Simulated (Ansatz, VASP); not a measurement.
## MnPtO6: VASP beside Ansatz

Contents of POSCAR:

```
MnPtO6
1.0
    4.6856717400      0.0000000000      0.0000000000
   -2.3428358700      4.0579152600      0.0000000000
   -2.3428358700      1.3526387500      4.3340087600
Mn O Pt
1 6 1
Direct
    0.5000000000      0.5000000000      0.5000000000
    0.2420000000      0.1180000000      0.7510000000
    0.8820000000      0.3730000000      0.7510000000
    0.6270000000      0.7580000000      0.7510000000
    0.7580000000      0.8820000000      0.2490000000
    0.1180000000      0.6270000000      0.2490000000
    0.3730000000      0.2420000000      0.2490000000
    0.0000000000      0.0000000000      0.0000000000
```

File INCAR.step1:

```
SYSTEM = MnPtO6
ALGO = Normal ; EDIFF = 1E-5
ENCUT = 660 ; GGA = PE
GGA_COMPAT = .False. ; ISMEAR = -1
LASPH = .True. ; LCHARG = .False.
LDAU = .True. ; LDAUJ = 0 0 0
LDAUL = 2 -1 -1 ; LDAUTYPE = 2
LDAUU = 5.1 0 0 ; LMAXMIX = 4
LREAL = .False. ; LWAVE = .True.
NBANDS = 44 ; NELM = 200
PREC = Accurate ; SIGMA = 0.1
```

INCAR.step2

```
SYSTEM = MnPtO6
ALGO = Normal ; EDIFF = 1E-6
ENCUT = 660 ; GGA_COMPAT = .False.
ISIF = 2 ; ISMEAR = -1
ISTART = 1 ; LASPH = .True.
LCHARG = .False. ; LDAU = .True.
LDAUJ = 0 0 0 ; LDAUL = 2 -1 -1
LDAUPRINT = 1 ; LDAUTYPE = 2
LDAUU = 5.1 0 0 ; LMAXMIX = 4
LMIXTAU = .True. ; LREAL = .False.
LWAVE = .False. ; METAGGA = R2SCAN
NBANDS = 44 ; NELM = 200
PREC = Accurate ; SIGMA = 0.1
```

KPOINTS

```
k-points
0
Gamma
  5 5 5
  0 0 0
```

Input for Ansatz:

```yaml
crystal:
  lattice:
    - [4.68567174, 0.0, 0.0]
    - [-2.34283587, 4.05791526, 0.0]
    - [-2.34283587, 1.35263875, 4.33400876]
  atoms:
    - { symbol: Mn, position: [0.5, 0.5, 0.5] }
    - { symbol: O, position: [0.242, 0.118, 0.751] }
    - { symbol: O, position: [0.882, 0.373, 0.751] }
    - { symbol: O, position: [0.627, 0.758, 0.751] }
    - { symbol: O, position: [0.758, 0.882, 0.249] }
    - { symbol: O, position: [0.118, 0.627, 0.249] }
    - { symbol: O, position: [0.373, 0.242, 0.249] }
    - { symbol: Pt, position: [0.0, 0.0, 0.0] }
kpoints:
  mp_grid: { grid: [5, 5, 5], shift: [0, 0, 0] }
magnetization:
  spin_polarized: false
scf:
  occupations: { method: fermi_dirac }
  lower_state_search: "off"
  max_iter: 200
hamiltonian:
  pseudopotentials: { kind: paw }
  xc: r2scan
  hubbard:
    projectors: all-electron-ortho-atomic
    sites: [{ species: Mn, l: d, u_eff: 5.1 }]
basis:
  ecutwfc: 500
  fft_grid_basis: typed
output:
  forces: true
  stress: true
  eigenvalues: true
  bader: true
  populations: true
  elf: true
  write_potential: true
  volumetric_format: npy
  dos:
    e_range: [-12, 8]
    de: 0.05
    projected: { site_lists: { Mn: [Mn], O: [O], Pt: [Pt] } }
checkpoint:
  read: saved_state
```

Alike in both runs: task single point; functional r2SCAN; k mesh 5 × 5 × 5; no spin polarisation; Hubbard terms Mn d U = 5.1 eV.

|  | VASP | Ansatz |
| --- | --- | --- |
| version | VASP 6.6.1 | Ansatz 0.2.0 |
| potentials or method | VASP PAW PBE potentials, release 64 (Mn_sv, O, Pt_sv_GW), cutoff 660 eV | PAW plane waves |
| occupations | fermi-dirac, width 0.1 eV | fermi-dirac |
| valence electrons in the cell | 69 | 69 |

Ansatz gave:

- pressure (GPa): 15.8
- traceless stress, the component that is largest in VASP (GPa): -6.62
- rms of the force components (eV/Å): 1.520

Question: Which values does VASP return?

Answer: Pressure (GPa): 15.9; traceless stress, the component that is largest in VASP (GPa): -6.38; rms of the force components (eV/Å): 1.672.

VASP's potentials were made for PBE, not for r2SCAN. The programs project onto different local orbitals, so the same U acts differently, and such runs can settle in different states. Atom by atom the forces differ by 0.164 eV/Å (rms over components). Ansatz's warnings: filled band counts differ across k points, structure snapped to symmetry.

Neither program's run includes spin-orbit coupling.
